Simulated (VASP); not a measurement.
# TaN (P6_3mc) in VASP: further runs, part 2 of 2

VASP 6.6.1.

### 3 Single point, r2SCAN (13.34 Å³/atom)

This run uses another cell than the first one, of 13.34 Å³/atom.

POSCAR

```
TaN
1.0
    3.1752760954      0.0000000000      0.0000000000
   -1.5876380477      2.7498697627      0.0000000000
    0.0000000000      0.0000000000      6.1093145582
Ta N
2 2
Direct
    0.3333333333      0.6666666667      0.0307555001
    0.6666666667      0.3333333333      0.5307555001
    0.3333333333      0.6666666667      0.3542444999
    0.6666666667      0.3333333333      0.8542444999
```

INCAR.step1

```
SYSTEM = TaN
PREC = Accurate ; ENCUT = 520
ISMEAR = 0 ; SIGMA = 0.1
LREAL = .False. ; LASPH = .True.
NELM = 100 ; NBANDS = 24
GGA = PE ; ALGO = Normal
EDIFF = 1E-4 ; LWAVE = .True.
LCHARG = .False.
```

INCAR.step2

```
SYSTEM = TaN
PREC = Accurate ; ENCUT = 520
EDIFF = 1E-7 ; ISMEAR = 0
SIGMA = 0.1 ; LREAL = .False.
LASPH = .True. ; NELM = 100
ALGO = Normal ; ISIF = 2
LWAVE = .False. ; LCHARG = .False.
METAGGA = R2SCAN ; LMIXTAU = .True.
NBANDS = 24 ; ISTART = 1
```

KPOINTS

```
Automatic mesh
0
Gamma
  18 18 8
  0 0 0
```

Potentials or basis: VASP PAW PBE potentials, release 64 (Ta_pv, N).

Started as:

```bash
> cat potpaw_PBE.64/Ta_pv/POTCAR potpaw_PBE.64/N/POTCAR > POTCAR
> cp INCAR.step1 INCAR
> mpirun -np 1 vasp_std > vasp.out
> cp INCAR.step2 INCAR
> mpirun -np 1 vasp_std > vasp.out
```

OUTCAR:

```text
SYSTEM = TaN
   PREC = Accurate
   ENCUT = 520
   EDIFF = 1E-7
   ISMEAR = 0
   LREAL = .False.
   LASPH = .True.
   NELM = 100
   ISIF = 2
   METAGGA = R2SCAN
   ISTART = 1

 ion  position               nearest neighbor table
   1  0.333  0.667  0.031-   3 1.98   4 2.13   4 2.13   4 2.13   2 3.56   2 3.56   2 3.56   2 3.56
                             2 3.56   2 3.56
   2  0.667  0.333  0.531-   4 1.98   3 2.13   3 2.13   3 2.13   1 3.56   1 3.56   1 3.56   1 3.56
                             1 3.56   1 3.56
   3  0.333  0.667  0.354-   1 1.98   2 2.13   2 2.13   2 2.13
   4  0.667  0.333  0.854-   2 1.98   1 2.13   1 2.13   1 2.13

  LATTYP: Found a hexagonal cell.
 ALAT       =     3.1752760954
 C/A-ratio  =     1.9240262499

  Lattice vectors:

 A1 = (   3.1752760954,   0.0000000000,   0.0000000000)
 A2 = (  -1.5876380477,   2.7498697627,   0.0000000000)
 A3 = (   0.0000000000,   0.0000000000,   6.1093145582)

Analysis of symmetry for initial positions (statically):
=====================================================================
 Subroutine PRICEL returns:
 Original cell was already a primitive cell.

 Routine SETGRP: Setting up the symmetry group for a
 hexagonal supercell.
[... 175 lines left out ...]

 val. band max:        6.3323079957   @ k =   0.3333   0.2778   0.1250
 cond. band min:       6.3358505644   @ k =   0.0556   0.0000   0.3750
 fundamental gap:      0.0035425687
 Fermi energy:         6.3343566424

 k-point     1 :       0.0000    0.0000    0.0000
  band No.  band energies     occupation
      1     -30.6892      2.00000
      2     -30.3549      2.00000
      3     -30.1195      2.00000
      4     -30.1195      2.00000
      5     -30.0910      2.00000
      6     -30.0910      2.00000
[... 637 lines left out ...]
     23      11.5857      0.00000
     24      12.4876      0.00000

 [... further k-points ...]

------------------------ aborting loop because EDIFF is reached ----------------------------------------

  FORCE on cell =-STRESS in cart. coord.  units (eV):
  Direction    XX          YY          ZZ          XY          YZ          ZX
  --------------------------------------------------------------------------------------
  -------------------------------------------------------------------------------------
  Total       -2.0869081     -2.0869081     -1.8638656      0.0000000     -0.0000000      0.0000000
  in kB      -62.6798283    -62.6798283    -55.9807966      0.0000000     -0.0000000      0.0000000
  external PRESSURE =     -60.4468177 kB  Pullay stress =       0.0000000 kB

 VOLUME and BASIS-vectors are now :
 -----------------------------------------------------------------------------
  energy-cutoff  :      520.00
  volume of cell :       53.34
      direct lattice vectors                 reciprocal lattice vectors
     3.175276095  0.000000000  0.000000000     0.314933244  0.181826793  0.000000000
    -1.587638048  2.749869763  0.000000000     0.000000000  0.363653586  0.000000000
     0.000000000  0.000000000  6.109314558     0.000000000  0.000000000  0.163684484

 POSITION                                       TOTAL-FORCE (eV/Angst)
 -----------------------------------------------------------------------------------
     -0.00000      1.83325      0.18790         0.000000      0.000000     -0.037250
      1.58764      0.91662      3.24255        -0.000000      0.000000     -0.037250
     -0.00000      1.83325      2.16419        -0.000000      0.000000      0.037250
      1.58764      0.91662      5.21885         0.000000     -0.000000      0.037250
 -----------------------------------------------------------------------------------
    total drift:                               -0.000000      0.000000      0.000527

  FREE ENERGIE OF THE ION-ELECTRON SYSTEM (eV)
  ---------------------------------------------------
  free  energy   TOTEN  =      -119.0840123651 eV

  energy  without entropy=     -119.0803475487  energy(sigma->0) =     -119.08217996
```

OSZICAR.step1:

```text
N       E                     dE             d eps       ncg     rms          rms(c)
DAV:   1     0.268595416030E+03    0.26860E+03   -0.17521E+04  8888   0.136E+03
DAV:   2    -0.362942133534E+02   -0.30489E+03   -0.29041E+03 10744   0.396E+02
DAV:   3    -0.501073749937E+02   -0.13813E+02   -0.13621E+02 11104   0.822E+01
DAV:   4    -0.502837093492E+02   -0.17633E+00   -0.17604E+00 10304   0.987E+00
DAV:   5    -0.502865953563E+02   -0.28860E-02   -0.28844E-02 11544   0.105E+00    0.325E+01
DAV:   6    -0.437565316847E+02    0.65301E+01   -0.31769E+01 10720   0.358E+01    0.127E+01
DAV:   7    -0.434289591224E+02    0.32757E+00   -0.19310E+00 10480   0.915E+00    0.873E+00
DAV:   8    -0.433778887310E+02    0.51070E-01   -0.26683E-01 11096   0.403E+00    0.140E+00
DAV:   9    -0.433699792827E+02    0.79094E-02   -0.25450E-02 10848   0.995E-01    0.230E-01
DAV:  10    -0.433699398391E+02    0.39444E-04   -0.15265E-03 11008   0.332E-01    0.770E-02
DAV:  11    -0.433699284659E+02    0.11373E-04   -0.90492E-05  6944   0.724E-02
   1 F= -.43369928E+02 E0= -.43368066E+02  d E =-.372476E-02
```

It took 7.9 min on 1 thread of Intel Xeon Platinum 8488C (Sapphire Rapids), shared host; peak memory 0.32 GiB.

What came out:

| Quantity | Value |
| --- | --- |
| Free energy | -119.0840 eV |
| Pressure | -6.0 GPa |
| Largest force | 0.037 eV/Å |
| Band gap on the k mesh | zero (bands 16 and 17 overlap by 0.30 eV) |

Forces in eV/Å, atoms in the order of the input:
```
Ta   0.000  0.000 -0.037
Ta   0.000  0.000 -0.037
N    0.000  0.000  0.037
N    0.000  0.000  0.037
```

Caveat: the cell stands under tension; the PAW data sets were made with another functional, which shifts forces and pressure a little; spin-orbit coupling is left out, which moves the levels of the heavy elements.

### 4 Relaxation of cell and atoms, r2SCAN, target pressure 50 GPa, at which the enthalpy is minimised

This run uses another cell than the first one, of 11.13 Å³/atom.

POSCAR

```
TaN
1.0
    2.9518617987      0.0000000000      0.0000000000
   -1.4759308994      2.5563873061      0.0000000000
    0.0000000000      0.0000000000      5.8993453766
Ta N
2 2
Direct
    0.3333333333      0.6666666667      0.0332166034
    0.6666666667      0.3333333333      0.5332166034
    0.3333333333      0.6666666667      0.3517833966
    0.6666666667      0.3333333333      0.8517833966
```

INCAR.step1

```
ALGO = Normal
EDIFF = 1E-4
ENCUT = 600
GGA = PE
ISMEAR = 0
LASPH = T
LCHARG = F
LREAL = F
LWAVE = T
NELM = 80
PREC = Accurate
SIGMA = 0.1
```

INCAR.step2

```
ALGO = Normal
EDIFF = 1E-6
EDIFFG = -0.008
ENCUT = 600
IBRION = 2
ISIF = 3
ISMEAR = 0
ISTART = 1
LASPH = T
LCHARG = F
LMIXTAU = T
LREAL = F
LWAVE = F
METAGGA = R2SCAN
NELM = 80
NSW = 70
PREC = Accurate
PSTRESS = 500.0
SIGMA = 0.1
```

KPOINTS

```
k-points
0
Gamma
  18 18 8
```

Started as:

```bash
> cat potpaw_PBE.64/Ta_pv/POTCAR potpaw_PBE.64/N/POTCAR > POTCAR
> cp INCAR.step1 INCAR
> mpirun -np 1 vasp_std > vasp.out
> cp INCAR.step2 INCAR
> mpirun -np 1 vasp_std > vasp.out
```

It took 62 min on 1 thread of Oxide Virtual Turin-like, shared host; peak memory 0.3 GiB.

The run converged. Its results:

```
Free energy                                                : -118.1086 eV
Relaxed volume                                             : 11.21 Å³/atom
Relaxed cell                                               : a = 2.935 Å, b = 2.935 Å, c = 6.012 Å, α = 90.00°, β = 90.00°, γ = 120.00°
Space group after relaxing (to 0.1 Å)                      : P6_3mc (No. 186)
Energy change on relaxing (the run minimises the enthalpy) : -32.4 meV/atom
Ionic steps                                                : 9
Pressure after relaxing                                    : 50.1 GPa
Largest force after relaxing                               : 0.007 eV/Å
Band gap on the k mesh                                     : zero (bands 16 and 17 overlap by 0.04 eV)
```

Forces on the atoms (eV/Å):
```
Ta   0.000  0.000 -0.007
Ta   0.000  0.000 -0.007
N    0.000  0.000  0.007
N    0.000  0.000  0.007
```

The path:
```tsv
step	energy change (eV)	largest force (eV/Å)	pressure (GPa)	volume (Å³)
1	0.0000	0.1264	55.90	44.52
2	-0.6288	1.1931	27.98	47.19
3	-0.1987	0.2594	49.00	45.10
4	-0.1920	0.2465	49.24	45.07
5	-0.1837	0.0568	48.83	45.02
6	-0.1802	0.1294	48.74	45.01
7	-0.0052	0.2704	53.15	44.47
8	-0.1307	0.0094	50.03	44.84
9	-0.1297	0.0070	50.06	44.84
```

Final structure:
```yaml
crystal:
  lattice:
    - [2.93456, 0.00000, 0.00000]
    - [-1.46728, 2.54141, 0.00000]
    - [0.00000, 0.00000, 6.01239]
  atoms:
    - { symbol: Ta, position: [0.33333, 0.66667, 0.03490] }
    - { symbol: Ta, position: [0.66667, 0.33333, 0.53490] }
    - { symbol: N, position: [0.33333, 0.66667, 0.35010] }
    - { symbol: N, position: [0.66667, 0.33333, 0.85010] }
```

Levels at points of the mesh, in eV from the Fermi level:
| k point | band 14 | band 15 | band 16 | band 17 | band 18 | band 19 |
| --- | --- | --- | --- | --- | --- | --- |
| (0.00, 0.00, 0.00) | -4.84 | -1.28 | -0.71 | 0.40 | 0.40 | 2.93 |
| (0.50, 0.00, 0.00) | -3.93 | -3.09 | -0.46 | 1.42 | 2.97 | 3.39 |
| (0.00, 0.00, 0.50) | -5.41 | -0.14 | -0.14 | 1.28 | 1.28 | 1.28 |
| (0.50, 0.00, 0.50) | -5.31 | -1.41 | -1.41 | 2.00 | 2.00 | 4.74 |

Caveat: the cell is relaxed towards a set pressure, so the run minimises the enthalpy, not the energy; the PAW data sets were made with another functional, which shifts forces and pressure a little; spin-orbit coupling is left out, which moves the levels of the heavy elements. Zero-point motion and thermal expansion aren't in these numbers.

### 5 Overview

```tsv
task	cell	k mesh	cutoff (eV)	smearing	gap on the mesh (eV)	pressure (GPa)	largest force (eV/Å)
relaxation of cell and atoms	relaxed from a = 3.133, b = 3.133, c = 6.088 Å, angles 90.0, 90.0, 120.0°, 4 atoms, atomic positions A	12 × 12 × 6	600	gaussian 0.01 eV	none	0.0	-
single point	a = 3.175, b = 3.175, c = 6.109 Å, angles 90.0, 90.0, 120.0°, 4 atoms, atomic positions A	18 × 18 × 8	520	gaussian 0.1 eV	none	-6.0	0.04
relaxation of cell and atoms	relaxed to 50 GPa from a = 2.952, b = 2.952, c = 5.899 Å, angles 90.0, 90.0, 120.0°, 4 atoms, atomic positions B	18 × 18 × 8	600	gaussian 0.1 eV	none	50.1	0.01
```

Alike in all rows: level r2SCAN; potentials or basis VASP PAW PBE potentials, release 64 (Ta_pv, N); no spin polarisation.

Caveats: the PAW data sets were made with another functional, which shifts forces and pressure a little; spin-orbit coupling is left out, which moves the levels of the heavy elements; the cell stands under tension (at least some runs); the cell is relaxed towards a set pressure, so the run minimises the enthalpy, not the energy (at least some runs).

Total energies depend on the potentials used, so only differences within one code and one set of settings carry meaning.
